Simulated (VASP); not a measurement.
# PC4 (I4/mmm) in VASP: single point with PBE

Aim: the single point of PC4 with PBE.

All numbers are computed with VASP 6.6.1; they aren't measurements. Logs are shortened: lines on timing, memory, paths and dates and some standing lists are left out, and cuts for length are marked.

### Step 1. The cell of the first run

It takes space group I4/mmm (No. 139, tetragonal). Conventional cell: a = 4.008 Å, b = 4.008 Å, c = 9.825 Å, α = 90.00°, β = 90.00°, γ = 90.00°. Within 4.1 Å of P (site symmetry 4/mmm) lie 18 C at 3.05 to 3.78 Å and 4 P at 4.01 Å. Within 3.2 Å of C (site symmetry -4m2) lie 8 C at 2.40 to 2.83 Å and 4 P at 3.17 Å. C (site symmetry 4mm) has 5 C at 2.26 to 2.40 Å and 4 P at 3.05 Å within 3.1 Å.

The cell was built from a structure type or drawn by symmetry, and may not be a known phase.

### Step 2. Single point, PBE

The input, INCAR:

```
PREC = Accurate ; ENCUT = 520
EDIFF = 1E-6 ; ISMEAR = 0
SIGMA = 0.1 ; LREAL = F
LASPH = T ; NELM = 60
ALGO = Normal ; ISIF = 2
LWAVE = F ; LCHARG = T
GGA = PE ; LELF = T
LVHAR = T ; NBANDS = 18
```

The input, KPOINTS:

```
regular mesh
0
Gamma
  6 6 6
```

The input, POSCAR:

```
PC4
1.0
   -2.0041026600      2.0041026600      4.9123824400
    2.0041026600     -2.0041026600      4.9123824400
    2.0041026600      2.0041026600     -4.9123824400
P C
1 4
Direct
    0.0000000000      0.0000000000      0.0000000000
    0.2500000000      0.7500000000      0.5000000000
    0.7500000000      0.2500000000      0.5000000000
    0.3848880500      0.3848880500      0.0000000000
    0.6151119500      0.6151119500      0.0000000000
```

Potentials or basis: VASP PAW PBE potentials, release 64 (P, C).

Started as:

```
$ cat potpaw_PBE.64/P/POTCAR potpaw_PBE.64/C/POTCAR > POTCAR
$ mpirun -np 1 vasp_std > vasp.out
```

OUTCAR:

```text
PREC = Accurate
   ENCUT = 520
   EDIFF = 1E-6
   ISMEAR = 0
   LREAL = F
   LASPH = T
   NELM = 60
   ISIF = 2
   GGA = PE

 ion  position               nearest neighbor table
   1  0.000  0.000  0.000-
   2  0.250  0.750  0.500-
   3  0.750  0.250  0.500-
   4  0.385  0.385  0.000-
   5  0.615  0.615  0.000-

  LATTYP: Found a body centered tetragonal cell.
 ALAT       =     4.0082053200
 C/A-ratio  =     2.4511630756

  Lattice vectors:

 A1 = (  -2.0041026600,   2.0041026600,   4.9123824400)
 A2 = (   2.0041026600,  -2.0041026600,   4.9123824400)
 A3 = (   2.0041026600,   2.0041026600,  -4.9123824400)

Analysis of symmetry for initial positions (statically):
=====================================================================
 Subroutine PRICEL returns:
 Original cell was already a primitive cell.

 Routine SETGRP: Setting up the symmetry group for a
 body centered tetragonal supercell.

 Subroutine GETGRP returns: Found 16 space group operations
 (whereof 16 operations were pure point group operations)
 out of a pool of 16 trial point group operations.

The static configuration has the point symmetry D_4h.

Analysis of symmetry for dynamics (positions and initial velocities):
=====================================================================
 Subroutine PRICEL returns:
 Original cell was already a primitive cell.

 Routine SETGRP: Setting up the symmetry group for a
 body centered tetragonal supercell.

 Subroutine GETGRP returns: Found 16 space group operations
 (whereof 16 operations were pure point group operations)
 out of a pool of 16 trial point group operations.

The dynamic configuration has the point symmetry D_4h.

 Subroutine INISYM returns: Found 16 space group operations
 (whereof 16 operations are pure point group operations),
 and found     1 'primitive' translations

----------------------------------------------------------------------------------------

                                     Primitive cell

  volume of cell :      78.9209

  direct lattice vectors                    reciprocal lattice vectors
    -2.004102660  2.004102660  4.912382440     0.000000000  0.249488217  0.101783606
     2.004102660 -2.004102660  4.912382440     0.249488217  0.000000000  0.101783606
     2.004102660  2.004102660 -4.912382440     0.249488217  0.249488217  0.000000000

  length of vectors
     5.671362815  5.671362815  5.671362815     0.269451801  0.269451801  0.352829621

  position of ions in fractional coordinates (direct lattice)
     0.000000000  0.000000000  0.000000000
     0.250000000  0.750000000  0.500000000
     0.750000000  0.250000000  0.500000000
     0.384888050  0.384888050  0.000000000
     0.615111950  0.615111950  0.000000000

  ion indices of the primitive-cell ions
   primitive index   ion index
                 1           1
                 2           2
                 3           3
                 4           4
                 5           5

----------------------------------------------------------------------------------------

 KPOINTS: regular mesh

Automatic generation of k-mesh.
 Grid dimensions read from file:
 generate k-points for:    6    6    6

 Generating k-lattice:

  Cartesian coordinates                     Fractional coordinates (reciprocal lattice)
     0.000000000  0.041581370  0.016963934     0.166666667  0.000000000  0.000000000
     0.041581370  0.000000000  0.016963934     0.000000000  0.166666667  0.000000000
     0.041581370  0.041581370  0.000000000     0.000000000  0.000000000  0.166666667

  Length of vectors
     0.044908634  0.044908634  0.058804937

  Shift w.r.t. Gamma in fractional coordinates (k-lattice)
     0.000000000  0.000000000  0.000000000

 Subroutine IBZKPT returns following result:
 ===========================================

 Found     30 irreducible k-points:

 Following reciprocal coordinates:
            Coordinates               Weight
  0.000000  0.000000  0.000000      1.000000
  0.166667 -0.000000  0.000000      8.000000
  0.333333 -0.000000  0.000000      8.000000
  0.500000 -0.000000  0.000000      4.000000
  0.166667  0.166667  0.000000      8.000000
  0.333333  0.166667  0.000000     16.000000
[... 16 lines left out ...]
 -0.333333 -0.333333  0.166667      8.000000
 -0.166667 -0.333333  0.166667      8.000000
 [... further k-points ...]
   k-points           NKPTS =     30   k-points in BZ     NKDIM =     30   number of bands    NBANDS=     18
   number of dos      NEDOS =    301   number of ions     NIONS =      5
   total plane-waves  NPLWV =  74088
   dimension x,y,z NGX =    42 NGY =   42 NGZ =   42
   dimension x,y,z NGXF=    84 NGYF=   84 NGZF=   84
   ions per type =               1   4
   NGX,Y,Z   is equivalent  to a cutoff of  12.31, 12.31, 12.31 a.u.
   NGXF,Y,Z  is equivalent  to a cutoff of  24.62, 24.62, 24.62 a.u.
 SYSTEM =  unknown system
   PREC   = accura    normal or accurate (medium, high low for compatibility)
   ISTART =      0    job   : 0-new  1-cont  2-samecut
   ICHARG =      2    charge: 1-file 2-atom 10-const
   ISPIN  =      1    spin polarized calculation?
   LNONCOLLINEAR =      F non collinear calculations
   LSORBIT =      F    spin-orbit coupling
   LASPH  =      T    aspherical Exc in radial PAW
   ENCUT  =  520.0 eV  38.22 Ry    6.18 a.u.  10.54 10.54 10.54*2*pi/ulx,y,z
   NELM   =     60;   NELMIN=  2; NELMDL= -5     # of ELM steps
   EDIFF  = 0.1E-05   stopping-criterion for ELM
   LREAL  =      F    real-space projection
   EDIFFG = 0.1E-04   stopping-criterion for IOM
   NSW    =      0    number of steps for IOM
   IBRION =     -1    ionic relax: 0-MD 1-quasi-New 2-CG
   NFREE  =      0    steps in history (QN), initial steepest desc. (CG)
   ISIF   =      2    stress and relaxation
   ISYM   =      2    0-nonsym 1-usesym 2-fastsym
   POTIM  = 0.5000    time-step for ionic-motion
   TEBEG  =    0.0;   TEEND  =   0.0 temperature during run
   PSTRESS=    0.0 pullay stress
   NELECT =      21.0000    total number of electrons
   NUPDOWN=      -1.0000    fix difference up-down
   EMIN   =  10.00;   EMAX   =-10.00  energy-range for DOS
   EFERMI =   0.00;   METHOD = LEGACY
   ISMEAR =     0;   SIGMA  =   0.10  broadening in eV -4-tet -1-fermi 0-gaus
   EFERMI_NEDOS =   21; number of points for ismear=-14 and -15
   IALGO  =     38    algorithm
   IMIX   =      4    mixing-type and parameters
     AMIX     =   0.40;   BMIX     =  1.00
     AMIX_MAG =   1.60;   BMIX_MAG =  1.00
  volume/ion in A,a.u.               =      15.78       106.52
  Fermi-wavevector in a.u.,A,eV,Ry     =   1.052973  1.989830 15.085488  1.108752
  Thomas-Fermi vector in A             =   2.188077
   LORBIT       =      0    0 simple, 1 ext, 2 COOP (PROOUT), +10 PAW based schemes
   GGA     = PE    functional components
   LHFCALC =     F    Hartree Fock is set to
   AEXX    =    0.0000 exact exchange contribution
   IVDW    =     0    specifies the selected vdW correction
   LEPSILON=     F    determine dielectric tensor
   LRPA    =     F    only Hartree local field effects (RPA)
 non-spin polarized calculation
 Gauss-broadening in eV      SIGMA  =   0.10
  energy-cutoff  :      520.00
  volume of cell :       78.92
 maximum number of plane-waves:      2153
   NGX = 21   NGY = 21   NGZ = 21

 number of electron      21.0000000 magnetization

 Free energy of the ion-electron system (eV)
  ---------------------------------------------------
  ext. energy  EPLUGINS =         0.00000000
  ---------------------------------------------------
  free energy    TOTEN  =       -19.92306968 eV

  energy without entropy =      -19.90126820  energy(sigma->0) =      -19.91216894

 E-fermi :   1.9365     XC(G=0):  -9.5952

 val. band max:        1.9246922854   @ k =  -0.3333   0.1667  -0.0000
 cond. band min:       1.9511306692   @ k =  -0.1667   0.5000   0.1667
 fundamental gap:      0.0264383838
 Fermi energy:         1.9365294286

 k-point     1 :       0.0000    0.0000    0.0000
  band No.  band energies     occupation
      1     -10.6230      2.00000
      2      -6.7093      2.00000
      3      -6.1049      2.00000
      4      -5.2124      2.00000
      5      -4.9677      2.00000
      6      -0.7516      2.00000
[... 10 lines left out ...]
     17       5.5004      0.00000
     18       5.6728      0.00000

 k-point     2 :       0.1667   -0.0000    0.0000
  band No.  band energies     occupation
      1     -10.3937      2.00000
      2      -6.9082      2.00000
      3      -6.1725      2.00000
      4      -5.4704      2.00000
      5      -5.0082      2.00000
      6      -0.9530      2.00000
[... 10 lines left out ...]
     17       5.3284      0.00000
     18       5.4561      0.00000

 k-point     3 :       0.3333   -0.0000    0.0000
  band No.  band energies     occupation
      1      -9.7220      2.00000
      2      -7.3192      2.00000
      3      -7.0347      2.00000
      4      -5.8110      2.00000
      5      -4.5948      2.00000
      6      -0.6263      2.00000
[... 10 lines left out ...]
     17       4.8894      0.00000
     18       5.2686      0.00000

 k-point     4 :       0.5000   -0.0000    0.0000
  band No.  band energies     occupation
      1      -8.8111      2.00000
      2      -8.4651      2.00000
      3      -7.0808      2.00000
      4      -6.0049      2.00000
      5      -4.3006      2.00000
      6      -0.4696      2.00000
[... 10 lines left out ...]
     17       4.8339      0.00000
     18       5.2928      0.00000

 k-point     5 :       0.1667    0.1667    0.0000
  band No.  band energies     occupation
      1     -10.1043      2.00000
      2      -7.2449      2.00000
      3      -6.2824      2.00000
      4      -5.8251      2.00000
      5      -4.6541      2.00000
      6      -1.3336      2.00000
[... 10 lines left out ...]
     17       5.1778      0.00000
     18       5.2844      0.00000

 k-point     6 :       0.3333    0.1667    0.0000
  band No.  band energies     occupation
      1      -9.3865      2.00000
      2      -7.4378      2.00000
      3      -7.1829      2.00000
      4      -6.0038      2.00000
      5      -4.5245      2.00000
      6      -1.3374      2.00000
[... 10 lines left out ...]
     17       4.9031      0.00000
     18       5.1237      0.00000

 k-point     7 :       0.5000    0.1667    0.0000
  band No.  band energies     occupation
      1      -8.6858      2.00000
      2      -8.2061      2.00000
      3      -7.1043      2.00000
      4      -6.0243      2.00000
      5      -4.7212      2.00000
      6      -1.4994      2.00000
[... 10 lines left out ...]
     17       4.8165      0.00000
     18       5.3744      0.00000

 k-point     8 :      -0.3333    0.1667   -0.0000
  band No.  band energies     occupation
      1      -9.6264      2.00000
      2      -6.9886      2.00000
      3      -6.8018      2.00000
      4      -5.9226      2.00000
      5      -5.2293      2.00000
      6      -1.4453      2.00000
[... 10 lines left out ...]
     17       5.0714      0.00000
     18       5.2940      0.00000
[... 229 lines left out ...]
     17       4.9777      0.00000
     18       5.1137      0.00000

 k-point    20 :       0.5000    0.5000    0.1667
  band No.  band energies     occupation
      1      -8.2481      2.00000
      2      -7.9764      2.00000
      3      -7.2133      2.00000
      4      -6.7483      2.00000
      5      -4.6568      2.00000
      6      -1.4198      2.00000
[... 10 lines left out ...]
     17       4.8550      0.00000
     18       5.1506      0.00000

 k-point    21 :      -0.3333    0.5000    0.1667
  band No.  band energies     occupation
      1      -8.9453      2.00000
      2      -8.1488      2.00000
      3      -7.4017      2.00000
      4      -5.9318      2.00000
      5      -4.0125      2.00000
      6      -1.1641      2.00000
[... 10 lines left out ...]
     17       4.8428      0.00000
     18       4.9964      0.00000

 k-point    22 :      -0.1667    0.5000    0.1667
  band No.  band energies     occupation
      1      -9.3663      2.00000
      2      -7.9432      2.00000
      3      -7.4446      2.00000
      4      -5.5809      2.00000
      5      -3.9426      2.00000
      6      -0.6555      2.00000
[... 10 lines left out ...]
     17       4.8218      0.00000
     18       5.1173      0.00000

 k-point    23 :      -0.3333   -0.3333    0.1667
  band No.  band energies     occupation
      1      -9.7384      2.00000
      2      -8.1821      2.00000
      3      -6.4053      2.00000
      4      -5.8716      2.00000
      5      -3.6970      2.00000
      6      -0.9879      2.00000
[... 10 lines left out ...]
     17       4.5928      0.00000
     18       5.1000      0.00000

 k-point    24 :      -0.1667   -0.3333    0.1667
  band No.  band energies     occupation
      1     -10.1412      2.00000
      2      -7.8685      2.00000
      3      -6.2594      2.00000
      4      -5.4441      2.00000
      5      -3.9854      2.00000
      6      -1.0386      2.00000
[... 10 lines left out ...]
     17       4.9393      0.00000
     18       5.1481      0.00000

 [... further k-points ...]

------------------------ aborting loop because EDIFF is reached ----------------------------------------

  FORCE on cell =-STRESS in cart. coord.  units (eV):
  Direction    XX          YY          ZZ          XY          YZ          ZX
  --------------------------------------------------------------------------------------
  -------------------------------------------------------------------------------------
  Total      -12.5992292    -12.5992292    -15.5160519      0.0000000      0.0000000     -0.0000000
  in kB     -255.7775777   -255.7775777   -314.9921389      0.0000000      0.0000000     -0.0000000
  external PRESSURE =    -275.5157648 kB  Pullay stress =       0.0000000 kB

 VOLUME and BASIS-vectors are now :
 -----------------------------------------------------------------------------
  energy-cutoff  :      520.00
  volume of cell :       78.92
      direct lattice vectors                 reciprocal lattice vectors
    -2.004102660  2.004102660  4.912382440     0.000000000  0.249488217  0.101783606
     2.004102660 -2.004102660  4.912382440     0.249488217  0.000000000  0.101783606
     2.004102660  2.004102660 -4.912382440     0.249488217  0.249488217  0.000000000

 POSITION                                       TOTAL-FORCE (eV/Angst)
 -----------------------------------------------------------------------------------
      0.00000      0.00000      0.00000         0.000000      0.000000     -0.000000
      2.00410      0.00000      2.45619         0.000000      0.000000     -0.000000
      0.00000      2.00410      2.45619         0.000000      0.000000     -0.000000
      0.00000      0.00000      3.78143        -0.000000     -0.000000     -0.540100
      0.00000      0.00000      6.04333        -0.000000     -0.000000      0.540100
 -----------------------------------------------------------------------------------
    total drift:                               -0.000000      0.000000     -0.000000

  FREE ENERGIE OF THE ION-ELECTRON SYSTEM (eV)
  ---------------------------------------------------
  free  energy   TOTEN  =       -19.9230696791 eV

  energy  without entropy=      -19.9012682023  energy(sigma->0) =      -19.91216894
```

Wall time 90 s (1 thread of Intel Xeon 8259CL, shared host); peak memory 0.25 GiB.

What came out:

| Property | Result |
| --- | --- |
| Free energy | -19.9231 eV |
| Pressure | -27.6 GPa |
| Largest force | 0.540 eV/Å |
| Band gap on the k mesh | zero (an odd number of electrons rules out a gap without spin polarisation) |

Forces on the atoms (eV/Å):
```
P    0.000  0.000  0.000
C    0.000  0.000  0.000
C    0.000  0.000  0.000
C    0.000  0.000 -0.540
C    0.000  0.000  0.540
```

Caveat: the cell stands under tension.
